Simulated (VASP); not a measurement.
# SrTl2Zn2 (Cmmm) in VASP: further runs

The runs below take SrTl2Zn2 through single point, with PBE.

All numbers are computed with VASP 6.6.1; they aren't measurements. Logs are shortened: lines on timing, memory, paths and dates and some standing lists are left out, and cuts for length are marked.

## 1. The cell of the first run

Symmetry: Cmmm, No. 65, orthorhombic system. The conventional cell has a = 6.955 Å, b = 8.942 Å, c = 5.926 Å, α = 90.00°, β = 90.00°, γ = 90.00°. Within 4.3 Å of Sr (site symmetry mmm) lie 4 Zn at 3.24 Å and 4 Tl at 3.97 Å. Zn (site symmetry 2mm) has 1 Zn at 2.64 Å and 4 Tl at 2.83 to 2.96 Å and 2 Sr at 3.24 Å within 3.5 Å. Within 3.7 Å of Tl (site symmetry m2m) lie 4 Zn at 2.83 to 2.96 Å and 3 Tl at 3.57 to 3.65 Å.

The cell was generated, and may not be a known phase.

## 2. Single point, PBE

INCAR

```
SYSTEM = SrTl2Zn2
PREC = Accurate
ENCUT = 520
EDIFF = 1E-7
ISMEAR = 0
SIGMA = 0.1
LREAL = .FALSE.
LASPH = .TRUE.
NELM = 80
ALGO = Fast
ISIF = 2
LWAVE = .FALSE.
LCHARG = .TRUE.
GGA = PE
LELF = .TRUE.
LVHAR = .TRUE.
NBANDS = 38
```

KPOINTS

```
regular mesh
0
G
  8 8 6
  0 0 0
```

POSCAR

```
SrTl2Zn2
1.0
    3.4772849544     -4.4709139720      0.0000000000
    3.4772849544      4.4709139720      0.0000000000
    0.0000000000      0.0000000000      5.9263537119
Sr Zn Tl
1 2 2
Direct
    0.0000000000      0.0000000000      0.0000000000
    0.1895843416      0.1895843416      0.5000000000
    0.8104156584      0.8104156584      0.5000000000
    0.2959948254      0.7040051746      0.5000000000
    0.7040051746      0.2959948254      0.5000000000
```

Potentials or basis: VASP PAW PBE potentials, release 64 (Sr_sv, Zn, Tl_d).

Command:

```console
cat potpaw_PBE.64/Sr_sv/POTCAR potpaw_PBE.64/Zn/POTCAR potpaw_PBE.64/Tl_d/POTCAR > POTCAR
mpirun -np 1 vasp_std > vasp.out
```

OUTCAR:

```text
SYSTEM = SrTl2Zn2
   PREC = Accurate
   ENCUT = 520
   EDIFF = 1E-7
   ISMEAR = 0
   LREAL = .FALSE.
   LASPH = .TRUE.
   NELM = 80
   ISIF = 2
   GGA = PE

 ion  position               nearest neighbor table
   1  0.000  0.000  0.000-   2 3.24   3 3.24   2 3.24   3 3.24   4 3.97   5 3.97   4 3.97   5 3.97

   2  0.190  0.190  0.500-   3 2.64   4 2.83   5 2.83   4 2.96   5 2.96   1 3.24   1 3.24
   3  0.810  0.810  0.500-   2 2.64   5 2.83   4 2.83   4 2.96   5 2.96   1 3.24   1 3.24
   4  0.296  0.704  0.500-   3 2.83   2 2.83   3 2.96   2 2.96   5 3.57   5 3.57   5 3.65   1 3.97
                             1 3.97
   5  0.704  0.296  0.500-   3 2.83   2 2.83   3 2.96   2 2.96   4 3.57   4 3.57   4 3.65   1 3.97
                             1 3.97

  LATTYP: Found a base centered orthorhombic cell.
 ALAT       =     6.9545699088
 B/A-ratio  =     1.2857485166
 C/A-ratio  =     0.8521524393

  Lattice vectors:

 A1 = (   3.4772849544,  -4.4709139720,   0.0000000000)
 A2 = (   3.4772849544,   4.4709139720,   0.0000000000)
 A3 = (   0.0000000000,   0.0000000000,   5.9263537119)

Analysis of symmetry for initial positions (statically):
=====================================================================
 Subroutine PRICEL returns:
 Original cell was already a primitive cell.

 Routine SETGRP: Setting up the symmetry group for a
 base centered orthorhombic supercell.

 Subroutine GETGRP returns: Found  8 space group operations
 (whereof  8 operations were pure point group operations)
 out of a pool of  8 trial point group operations.

The static configuration has the point symmetry D_2h.

Analysis of symmetry for dynamics (positions and initial velocities):
=====================================================================
 Subroutine PRICEL returns:
 Original cell was already a primitive cell.

 Routine SETGRP: Setting up the symmetry group for a
 base centered orthorhombic supercell.

 Subroutine GETGRP returns: Found  8 space group operations
 (whereof  8 operations were pure point group operations)
 out of a pool of  8 trial point group operations.

The dynamic configuration has the point symmetry D_2h.

 Subroutine INISYM returns: Found  8 space group operations
 (whereof  8 operations are pure point group operations),
 and found     1 'primitive' translations

----------------------------------------------------------------------------------------

                                     Primitive cell

  volume of cell :     184.2698

  direct lattice vectors                    reciprocal lattice vectors
     3.477284954 -4.470913972  0.000000000     0.143790344 -0.111833957  0.000000000
     3.477284954  4.470913972  0.000000000     0.143790344  0.111833957  0.000000000
     0.000000000  0.000000000  5.926353712     0.000000000  0.000000000  0.168737819

  length of vectors
     5.663972316  5.663972316  5.926353712     0.182160635  0.182160635  0.168737819

  position of ions in fractional coordinates (direct lattice)
     0.000000000  0.000000000  0.000000000
     0.189584342  0.189584342  0.500000000
     0.810415658  0.810415658  0.500000000
     0.295994825  0.704005175  0.500000000
     0.704005175  0.295994825  0.500000000

  ion indices of the primitive-cell ions
   primitive index   ion index
                 1           1
                 2           2
                 3           3
                 4           4
                 5           5

----------------------------------------------------------------------------------------

 KPOINTS: regular mesh

Automatic generation of k-mesh.
 Grid dimensions read from file:
 generate k-points for:    8    8    6

 Generating k-lattice:

  Cartesian coordinates                     Fractional coordinates (reciprocal lattice)
     0.017973793 -0.013979245  0.000000000     0.125000000  0.000000000  0.000000000
     0.017973793  0.013979245  0.000000000     0.000000000  0.125000000  0.000000000
     0.000000000  0.000000000  0.028122970     0.000000000  0.000000000  0.166666667

  Length of vectors
     0.022770079  0.022770079  0.028122970

  Shift w.r.t. Gamma in fractional coordinates (k-lattice)
     0.000000000  0.000000000  0.000000000

 Subroutine IBZKPT returns following result:
 ===========================================

 Found     84 irreducible k-points:

 Following reciprocal coordinates:
            Coordinates               Weight
  0.000000  0.000000  0.000000      1.000000
  0.125000 -0.000000  0.000000      4.000000
  0.250000 -0.000000  0.000000      4.000000
  0.375000  0.000000  0.000000      4.000000
  0.500000 -0.000000  0.000000      2.000000
  0.125000  0.125000  0.000000      2.000000
[... 16 lines left out ...]
  0.125000 -0.000000  0.166667      8.000000
  0.250000 -0.000000  0.166667      8.000000
 [... further k-points ...]
   k-points           NKPTS =     84   k-points in BZ     NKDIM =     84   number of bands    NBANDS=     38
   number of dos      NEDOS =    301   number of ions     NIONS =      5
   total plane-waves  NPLWV =  84672
   dimension x,y,z NGX =    42 NGY =   42 NGZ =   48
   dimension x,y,z NGXF=    84 NGYF=   84 NGZF=   96
   ions per type =               1   2   2
   NGX,Y,Z   is equivalent  to a cutoff of  12.33, 12.33, 13.46 a.u.
   NGXF,Y,Z  is equivalent  to a cutoff of  24.66, 24.66, 26.93 a.u.
 SYSTEM =  SrTl2Zn2
   PREC   = accura    normal or accurate (medium, high low for compatibility)
   ISTART =      0    job   : 0-new  1-cont  2-samecut
   ICHARG =      2    charge: 1-file 2-atom 10-const
   ISPIN  =      1    spin polarized calculation?
   LNONCOLLINEAR =      F non collinear calculations
   LSORBIT =      F    spin-orbit coupling
   LASPH  =      T    aspherical Exc in radial PAW
   ENCUT  =  520.0 eV  38.22 Ry    6.18 a.u.  10.53 10.53 11.02*2*pi/ulx,y,z
   NELM   =     80;   NELMIN=  2; NELMDL= -5     # of ELM steps
   EDIFF  = 0.1E-06   stopping-criterion for ELM
   LREAL  =      F    real-space projection
   EDIFFG = 0.1E-05   stopping-criterion for IOM
   NSW    =      0    number of steps for IOM
   IBRION =     -1    ionic relax: 0-MD 1-quasi-New 2-CG
   NFREE  =      0    steps in history (QN), initial steepest desc. (CG)
   ISIF   =      2    stress and relaxation
   ISYM   =      2    0-nonsym 1-usesym 2-fastsym
   POTIM  = 0.5000    time-step for ionic-motion
   TEBEG  =    0.0;   TEEND  =   0.0 temperature during run
   PSTRESS=    0.0 pullay stress
   NELECT =      60.0000    total number of electrons
   NUPDOWN=      -1.0000    fix difference up-down
   EMIN   =  10.00;   EMAX   =-10.00  energy-range for DOS
   EFERMI =   0.00;   METHOD = LEGACY
   ISMEAR =     0;   SIGMA  =   0.10  broadening in eV -4-tet -1-fermi 0-gaus
   EFERMI_NEDOS =   21; number of points for ismear=-14 and -15
   IALGO  =     68    algorithm
   IMIX   =      4    mixing-type and parameters
     AMIX     =   0.40;   BMIX     =  1.00
     AMIX_MAG =   1.60;   BMIX_MAG =  1.00
  volume/ion in A,a.u.               =      36.85       248.70
  Fermi-wavevector in a.u.,A,eV,Ry     =   1.126265  2.128332 17.258616  1.268472
  Thomas-Fermi vector in A             =   2.262946
   LORBIT       =      0    0 simple, 1 ext, 2 COOP (PROOUT), +10 PAW based schemes
   GGA     = PE    functional components
   LHFCALC =     F    Hartree Fock is set to
   AEXX    =    0.0000 exact exchange contribution
   IVDW    =     0    specifies the selected vdW correction
   LEPSILON=     F    determine dielectric tensor
   LRPA    =     F    only Hartree local field effects (RPA)
 non-spin polarized calculation
 RMM-DIIS sequential band-by-band and
 Gauss-broadening in eV      SIGMA  =   0.10
  energy-cutoff  :      520.00
  volume of cell :      184.27
 maximum number of plane-waves:      4996
   NGX = 21   NGY = 21   NGZ = 23

 number of electron      59.9999992 magnetization

 Free energy of the ion-electron system (eV)
  ---------------------------------------------------
  ext. energy  EPLUGINS =         0.00000000
  ---------------------------------------------------
  free energy    TOTEN  =        -7.61703622 eV

  energy without entropy =       -7.60010577  energy(sigma->0) =       -7.60857099

 E-fermi :   2.3043     XC(G=0):  -8.0682

 val. band max:        2.3037682560   @ k =   0.5000   0.3750   0.3333
 cond. band min:       2.3091329500   @ k =   0.2500   0.1250   0.3333
 fundamental gap:      0.0053646940
 Fermi energy:         2.3043180339

 k-point     1 :       0.0000    0.0000    0.0000
  band No.  band energies     occupation
      1     -34.6579      2.00000
      2     -16.6715      2.00000
      3     -16.6661      2.00000
      4     -16.5610      2.00000
      5      -9.4023      2.00000
      6      -9.3635      2.00000
[... 30 lines left out ...]
     37       5.6877      0.00000
     38       6.8792      0.00000

 k-point     2 :       0.1250   -0.0000    0.0000
  band No.  band energies     occupation
      1     -34.6579      2.00000
      2     -16.6718      2.00000
      3     -16.6663      2.00000
      4     -16.5610      2.00000
      5      -9.4174      2.00000
      6      -9.3374      2.00000
[... 30 lines left out ...]
     37       5.7133      0.00000
     38       6.4507      0.00000

 k-point     3 :       0.2500   -0.0000    0.0000
  band No.  band energies     occupation
      1     -34.6579      2.00000
      2     -16.6726      2.00000
      3     -16.6666      2.00000
      4     -16.5609      2.00000
      5      -9.4199      2.00000
      6      -9.3076      2.00000
[... 30 lines left out ...]
     37       5.5571      0.00000
     38       5.9976      0.00000

 k-point     4 :       0.3750    0.0000    0.0000
  band No.  band energies     occupation
      1     -34.6579      2.00000
      2     -16.6736      2.00000
      3     -16.6669      2.00000
      4     -16.5608      2.00000
      5      -9.3970      2.00000
      6      -9.2894      2.00000
[... 30 lines left out ...]
     37       5.3356      0.00000
     38       5.8251      0.00000
[... 703 lines left out ...]
      4     -16.5630      2.00000
      5      -9.4025      2.00000
      6      -9.3632      2.00000
[... 30 lines left out ...]
     37       5.4568      0.00000
     38       6.0409      0.00000

 k-point    23 :       0.1250   -0.0000    0.1667
  band No.  band energies     occupation
      1     -34.6579      2.00000
      2     -16.6717      2.00000
      3     -16.6660      2.00000
      4     -16.5629      2.00000
      5      -9.4174      2.00000
      6      -9.3369      2.00000
[... 30 lines left out ...]
     37       5.4464      0.00000
     38       5.9742      0.00000

 k-point    24 :       0.2500   -0.0000    0.1667
  band No.  band energies     occupation
      1     -34.6579      2.00000
      2     -16.6725      2.00000
      3     -16.6663      2.00000
      4     -16.5628      2.00000
      5      -9.4199      2.00000
      6      -9.3070      2.00000
[... 30 lines left out ...]
     37       5.2499      0.00000
     38       6.0070      0.00000

 [... further k-points ...]

------------------------ aborting loop because EDIFF is reached ----------------------------------------

  FORCE on cell =-STRESS in cart. coord.  units (eV):
  Direction    XX          YY          ZZ          XY          YZ          ZX
  --------------------------------------------------------------------------------------
  -------------------------------------------------------------------------------------
  Total        0.0369492      0.0360059      0.0307802      0.0000000      0.0000000      0.0000000
  in kB        0.3212639      0.3130615      0.2676261      0.0000000      0.0000000      0.0000000
  external PRESSURE =       0.3006505 kB  Pullay stress =       0.0000000 kB

 VOLUME and BASIS-vectors are now :
 -----------------------------------------------------------------------------
  energy-cutoff  :      520.00
  volume of cell :      184.27
      direct lattice vectors                 reciprocal lattice vectors
     3.477284954 -4.470913972  0.000000000     0.143790344 -0.111833957  0.000000000
     3.477284954  4.470913972  0.000000000     0.143790344  0.111833957  0.000000000
     0.000000000  0.000000000  5.926353712     0.000000000  0.000000000  0.168737819

 POSITION                                       TOTAL-FORCE (eV/Angst)
 -----------------------------------------------------------------------------------
      0.00000      0.00000      0.00000        -0.000000      0.000000      0.000000
      1.31848      0.00000      2.96318         0.009873      0.000000      0.000000
      5.63609      0.00000      2.96318        -0.009873      0.000000      0.000000
      3.47728      1.82418      2.96318        -0.000000      0.003610      0.000000
      3.47728     -1.82418      2.96318        -0.000000     -0.003610      0.000000
 -----------------------------------------------------------------------------------
    total drift:                               -0.000000     -0.000000      0.000000

  FREE ENERGIE OF THE ION-ELECTRON SYSTEM (eV)
  ---------------------------------------------------
  free  energy   TOTEN  =        -7.6170362226 eV

  energy  without entropy=       -7.6001057672  energy(sigma->0) =       -7.60857099
```

Run time: 6.9 min. Hardware: 1 thread of Intel Xeon 6975P-C (Granite Rapids), shared host; peak memory 0.67 GiB.

What came out:

```
Free energy            : -7.6170 eV
Pressure               : 0.0 GPa
Largest force          : 0.010 eV/Å
Band gap on the k mesh : zero (bands 30 and 31 overlap by 1.45 eV)
```

Forces in eV/Å, atoms in the order of the input:
```
Sr   0.000  0.000  0.000
Zn   0.010  0.000  0.000
Zn  -0.010  0.000  0.000
Tl   0.000  0.004  0.000
Tl   0.000 -0.004  0.000
```

Levels at points of the mesh, in eV from the Fermi level:
```csv
k point,band 28,band 29,band 30,band 31,band 32,band 33
"(0.00, 0.00, 0.00)",-1.69,-1.68,-1.18,0.08,0.29,0.34
"(0.50, 0.00, 0.00)",-2.21,-0.34,-0.17,0.18,0.54,1.34
"(0.50, 0.50, 0.00)",-3.92,0.14,0.78,1.07,1.81,1.91
"(0.00, 0.00, 0.50)",-2.59,-1.89,-1.50,-0.18,0.71,1.31
"(0.50, 0.00, 0.50)",-2.34,-1.58,-0.91,0.24,0.26,1.02
"(0.50, 0.50, 0.50)",-3.98,-0.82,-0.46,0.21,1.18,2.31
```

Caveat: spin-orbit coupling is left out, which moves the levels of the heavy elements.

(Part 1 of 2 ends here.)

The gap in the log of VASP goes by the Fermi energy; the results here count the filled bands.